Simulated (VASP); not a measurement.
# Nb (R-3m) in VASP: further runs, part 2 of 2

VASP 6.6.1. The steps go on from the part before.

## 4. Electric field gradients, PBEsol (equal xy, yz and zx shear strains of +2 %)

INCAR

```
SYSTEM = Nb
PREC     = Accurate       ! precision mode
ENCUT    = 520            ! plane-wave cutoff, eV
EDIFF    = 1E-8           ! SCF threshold, eV
ISMEAR   = -1             ! smearing method
SIGMA    = 0.08           ! smearing width, eV
LREAL    = .False.        ! projectors in reciprocal space
LASPH    = .True.         ! aspherical terms in the spheres
NELM     = 80             ! most SCF steps
ALGO     = Normal         ! electronic algorithm
ISIF     = 2              ! what is computed and relaxed
LWAVE    = .False.        ! write WAVECAR
LCHARG   = .False.        ! write CHGCAR
GGA      = PS             ! functional
LEFG     = .True.       
NBANDS   = 12             ! bands
```

KPOINTS

```
regular mesh
0
Gamma
  13 13 13
  0 0 0
```

POSCAR

```
Nb
1.0
    0.0423000000      2.1361500000      2.1361500000
    2.1361500000      0.0423000000      2.1361500000
    2.1361500000      2.1361500000      0.0423000000
Nb
1
Direct
    0.0000000000      0.0000000000      0.0000000000
```

Potentials or basis: VASP PAW PBE potentials, release 64 (Nb_sv).

Launch:

```sh
> cat potpaw_PBE.64/Nb_sv/POTCAR > POTCAR
> mpirun -np 1 vasp_std > vasp.out
```

OUTCAR:

```text
SYSTEM = Nb
   PREC = Accurate
   ENCUT = 520
   EDIFF = 1E-8
   ISMEAR = -1
   LREAL = .False.
   LASPH = .True.
   NELM = 80
   ISIF = 2
   GGA = PS

 ion  position               nearest neighbor table
   1  0.000  0.000  0.000-

  LATTYP: Found a trigonal (rhomboedric) cell.
 ALAT       =     3.0212684315
 COS(alpha) =     0.5197000882

  Lattice vectors:

 A1 = (   0.0423000000,   2.1361500000,   2.1361500000)
 A2 = (   2.1361500000,   0.0423000000,   2.1361500000)
 A3 = (   2.1361500000,   2.1361500000,   0.0423000000)

Analysis of symmetry for initial positions (statically):
=====================================================================
 Subroutine PRICEL returns:
 Original cell was already a primitive cell.

 Routine SETGRP: Setting up the symmetry group for a
 trigonal (rhombohedral) supercell.

 Subroutine GETGRP returns: Found 12 space group operations
[... 540 lines left out ...]

 VOLUME and BASIS-vectors are now :
 -----------------------------------------------------------------------------
  energy-cutoff  :      520.00
  volume of cell :       18.92
      direct lattice vectors                 reciprocal lattice vectors
     0.042300000  2.136150000  2.136150000    -0.241135688  0.236453442  0.236453442
     2.136150000  0.042300000  2.136150000     0.236453442 -0.241135688  0.236453442
     2.136150000  2.136150000  0.042300000     0.236453442  0.236453442 -0.241135688

 POSITION                                       TOTAL-FORCE (eV/Angst)
 -----------------------------------------------------------------------------------
      0.00000      0.00000      0.00000         0.000000     -0.000000     -0.000000
 -----------------------------------------------------------------------------------
    total drift:                               -0.000000      0.000000     -0.000000

  FREE ENERGIE OF THE ION-ELECTRON SYSTEM (eV)
  ---------------------------------------------------
  free  energy   TOTEN  =       -10.6065511948 eV

  energy  without entropy=      -10.5737330465  energy(sigma->0) =      -10.59014212

 Electric field gradients (V/A^2)
---------------------------------------------------------------------
 ion       V_xx      V_yy      V_zz      V_xy      V_xz      V_yz
---------------------------------------------------------------------
   1      -0.000    -0.000    -0.000    -2.455    -2.455    -2.455
---------------------------------------------------------------------

 Electric field gradients after diagonalization (V/A^2)
 (convention: |V_zz| > |V_xx| > |V_yy|)
----------------------------------------------------------------------
 ion       V_xx      V_yy      V_zz     asymmetry (V_yy - V_xx)/ V_zz
----------------------------------------------------------------------
   1       2.455     2.455    -4.910       0.000
----------------------------------------------------------------------

           NMR quadrupolar parameters

 Cq : quadrupolar parameter    Cq=e*Q*V_zz/h
 eta: asymmetry parameters     (V_yy - V_xx)/ V_zz
 Q  : nuclear electric quadrupole moment in mb (millibarn)
----------------------------------------------------------------------
 ion       Cq(MHz)       eta       Q (mb)
----------------------------------------------------------------------
   1      -0.012       0.000       1.000
----------------------------------------------------------------------
```

OSZICAR:

```text
N       E                     dE             d eps       ncg     rms          rms(c)
DAV:   1     0.115393427976E+03    0.11539E+03   -0.72107E+03  5552   0.107E+03
DAV:   2    -0.628649921760E+01   -0.12168E+03   -0.11760E+03  5952   0.386E+02
DAV:   3    -0.108389440983E+02   -0.45524E+01   -0.43272E+01  7968   0.648E+01
DAV:   4    -0.111526261662E+02   -0.31368E+00   -0.31073E+00  8000   0.155E+01
DAV:   5    -0.111634383349E+02   -0.10812E-01   -0.10807E-01  8012   0.237E+00    0.679E+00
DAV:   6    -0.106680619583E+02    0.49538E+00   -0.75427E-01  8880   0.105E+01    0.237E+00
DAV:   7    -0.106035089689E+02    0.64553E-01   -0.21735E-01  9148   0.555E+00    0.102E+00
DAV:   8    -0.106064812402E+02   -0.29723E-02   -0.13126E-02  6632   0.148E+00    0.466E-02
DAV:   9    -0.106065363774E+02   -0.55137E-04   -0.86037E-04  9280   0.317E-01    0.350E-02
DAV:  10    -0.106065537180E+02   -0.17341E-04   -0.18264E-05  6604   0.538E-02    0.105E-02
DAV:  11    -0.106065512869E+02    0.24311E-05   -0.45124E-06  8776   0.310E-02    0.469E-03
DAV:  12    -0.106065512665E+02    0.20370E-07   -0.58002E-07  7452   0.128E-02    0.775E-04
DAV:  13    -0.106065512023E+02    0.64192E-07   -0.18897E-08  7412   0.109E-03    0.221E-04
DAV:  14    -0.106065511948E+02    0.75186E-08   -0.22797E-09  4132   0.671E-04
   1 F= -.10606551E+02 E0= -.10590142E+02  d E =-.328181E-01
```

It took 18 s on 1 thread of Intel Xeon 6975P-C (Granite Rapids), shared host; peak memory 0.17 GiB.

What came out:

```
Free energy : -10.6066 eV
Pressure    : -6.9 GPa
```

Stress tensor (GPa, compression positive):
```
-6.95  0.84  0.84
 0.84 -6.95  0.84
 0.84  0.84 -6.95
```

Electric field gradients, principal values (V/Å²):
| atom | least | middle | greatest (by size) |
| --- | --- | --- | --- |
| 1 Nb | 2.455 | 2.455 | -4.910 |

Caveat: the cell differs from its parent crystal (equal xy, yz and zx shear strains of +2 %); without QUAD_EFG the Cq values of the log hold for a quadrupole moment of 1 mb, not for the nuclei; the PAW data sets were made with another functional, which shifts forces and pressure a little.

## 5. Electric field gradients, PBEsol (equal xy, yz and zx shear strains of -2 %)

INCAR

```
SYSTEM = Nb
ALGO     = Normal         ! electronic algorithm
EDIFF    = 1E-8           ! SCF threshold, eV
ENCUT    = 520            ! plane-wave cutoff, eV
GGA      = PS             ! functional
ISIF     = 2              ! what is computed and relaxed
ISMEAR   = -1             ! smearing method
LASPH    = .True.         ! aspherical terms in the spheres
LCHARG   = .False.        ! write CHGCAR
LEFG     = .True.       
LREAL    = .False.        ! projectors in reciprocal space
LWAVE    = .False.        ! write WAVECAR
NBANDS   = 12             ! bands
NELM     = 100            ! most SCF steps
PREC     = Accurate       ! precision mode
SIGMA    = 0.08           ! smearing width, eV
```

KPOINTS

```
k-points
0
Gamma
  13 13 13
  0 0 0
```

POSCAR

```
Nb
1.0
   -0.0423000000      2.0938500000      2.0938500000
    2.0938500000     -0.0423000000      2.0938500000
    2.0938500000      2.0938500000     -0.0423000000
Nb
1
Direct
    0.0000000000      0.0000000000      0.0000000000
```

Potentials or basis: VASP PAW PBE potentials, release 64 (Nb_sv).

Launch:

```sh
> cat potpaw_PBE.64/Nb_sv/POTCAR > POTCAR
> mpirun -np 1 vasp_std > vasp.out
```

OUTCAR:

```text
SYSTEM = Nb
   EDIFF = 1E-8
   ENCUT = 520
   GGA = PS
   ISIF = 2
   ISMEAR = -1
   LASPH = .True.
   LREAL = .False.
   NELM = 100
   PREC = Accurate

 ion  position               nearest neighbor table
   1  0.000  0.000  0.000-

  LATTYP: Found a trigonal (rhomboedric) cell.
 ALAT       =     2.9614531796
 COS(alpha) =     0.4797000918

  Lattice vectors:

 A1 = (  -0.0423000000,   2.0938500000,   2.0938500000)
 A2 = (   2.0938500000,  -0.0423000000,   2.0938500000)
 A3 = (   2.0938500000,   2.0938500000,  -0.0423000000)

Analysis of symmetry for initial positions (statically):
=====================================================================
 Subroutine PRICEL returns:
 Original cell was already a primitive cell.

 Routine SETGRP: Setting up the symmetry group for a
[... 543 lines left out ...]
  external PRESSURE =     -70.1190308 kB  Pullay stress =       0.0000000 kB

 VOLUME and BASIS-vectors are now :
 -----------------------------------------------------------------------------
  energy-cutoff  :      520.00
  volume of cell :       18.92
      direct lattice vectors                 reciprocal lattice vectors
    -0.042300000  2.093850000  2.093850000    -0.231677532  0.236454388  0.236454388
     2.093850000 -0.042300000  2.093850000     0.236454388 -0.231677532  0.236454388
     2.093850000  2.093850000 -0.042300000     0.236454388  0.236454388 -0.231677532

 POSITION                                       TOTAL-FORCE (eV/Angst)
 -----------------------------------------------------------------------------------
      0.00000      0.00000      0.00000        -0.000000      0.000000      0.000000
 -----------------------------------------------------------------------------------
    total drift:                               -0.000000      0.000000     -0.000000

  FREE ENERGIE OF THE ION-ELECTRON SYSTEM (eV)
  ---------------------------------------------------
  free  energy   TOTEN  =       -10.6061084718 eV

  energy  without entropy=      -10.5722653355  energy(sigma->0) =      -10.58918690

 Electric field gradients (V/A^2)
---------------------------------------------------------------------
 ion       V_xx      V_yy      V_zz      V_xy      V_xz      V_yz
---------------------------------------------------------------------
   1       0.000    -0.000     0.000     2.482     2.482     2.482
---------------------------------------------------------------------

 Electric field gradients after diagonalization (V/A^2)
 (convention: |V_zz| > |V_xx| > |V_yy|)
----------------------------------------------------------------------
 ion       V_xx      V_yy      V_zz     asymmetry (V_yy - V_xx)/ V_zz
----------------------------------------------------------------------
   1      -2.482    -2.482     4.964       0.000
----------------------------------------------------------------------

           NMR quadrupolar parameters

 Cq : quadrupolar parameter    Cq=e*Q*V_zz/h
 eta: asymmetry parameters     (V_yy - V_xx)/ V_zz
 Q  : nuclear electric quadrupole moment in mb (millibarn)
----------------------------------------------------------------------
 ion       Cq(MHz)       eta       Q (mb)
----------------------------------------------------------------------
   1       0.012       0.000       1.000
----------------------------------------------------------------------
```

It took 19 s on 1 thread of Intel Xeon 6975P-C (Granite Rapids), shared host; peak memory 0.17 GiB.

Results:

| Quantity | Value |
| --- | --- |
| Free energy | -10.6061 eV |
| Pressure | -7.0 GPa |

Levels at points of the mesh, in eV from the Fermi level:
```
           k point  band 3  band 4  band 5  band 6  band 7  band 8  band 9  band 10
(0.00, 0.00, 0.00)  -30.12  -30.04   -6.21   -0.03   -0.03    0.45    2.71     2.71
```

Electric field gradients, principal values (V/Å²):
```tsv
atom	least	middle	greatest (by size)
1 Nb	-2.482	-2.482	4.964
```

Caveat: the cell differs from its parent crystal (equal xy, yz and zx shear strains of -2 %); without QUAD_EFG the Cq values of the log hold for a quadrupole moment of 1 mb, not for the nuclei; the PAW data sets were made with another functional, which shifts forces and pressure a little.

## 6. The runs side by side

| cell | gap on the mesh (eV) | pressure (GPa) |
| --- | --- | --- |
| a = 2.947 Å, angles 62.0°, 1 atom | none | -7.1 |
| a = 2.976 Å, angles 60.7°, 1 atom | none | -6.9 |
| a = 3.021 Å, angles 58.7°, 1 atom | none | -6.9 |
| a = 2.961 Å, angles 61.3°, 1 atom | none | -7.0 |

Alike in all rows: task electric field gradients; level PBEsol; potentials or basis VASP PAW PBE potentials, release 64 (Nb_sv); no spin polarisation; k mesh 13 × 13 × 13; cutoff (eV) 520; smearing fermi-dirac 0.08 eV.

Caveats: the PAW data sets were made with another functional, which shifts forces and pressure a little.

Absolute energies hang on the potentials; compare differences alone.
